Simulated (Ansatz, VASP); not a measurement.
# B: VASP beside Ansatz

```xyz
1
Lattice="-0.9117 0.9117 0.9117 0.9117 -0.9117 0.9117 0.9117 0.9117 -0.9117" Properties=species:S:1:pos:R:3 pbc="T T T"
B     0.0000    0.0000    0.0000
```

Change from the starting cell: volume scaled by 0.5, PAW files.

Alike in both runs: task single point; functional PBEsol; k mesh 25 × 25 × 25; occupations fermi-dirac, width 0.08 eV; no spin polarisation.

```csv
,VASP,Ansatz
version,VASP 6.6.1,Ansatz 0.2.0
potentials or method,"VASP PAW PBE potentials, release 64 (B)","PAW with Ansatz's default frozen-core files, scalar-relativistic"
plane-wave cutoff (eV),520,420
valence electrons in the cell,3,3
```

```csv
,VASP,Ansatz,Ansatz less VASP
pressure (GPa),589.0,585.8,-3.23
```

VASP's potentials were made for PBE, not for PBEsol. Both programs put the cell under a high pressure, so it lies far from rest at this level. With one functional, cell and mesh, what is left measures potentials, basis and numerics.

Noted on VASP's run: the cell as given lies far from equilibrium.
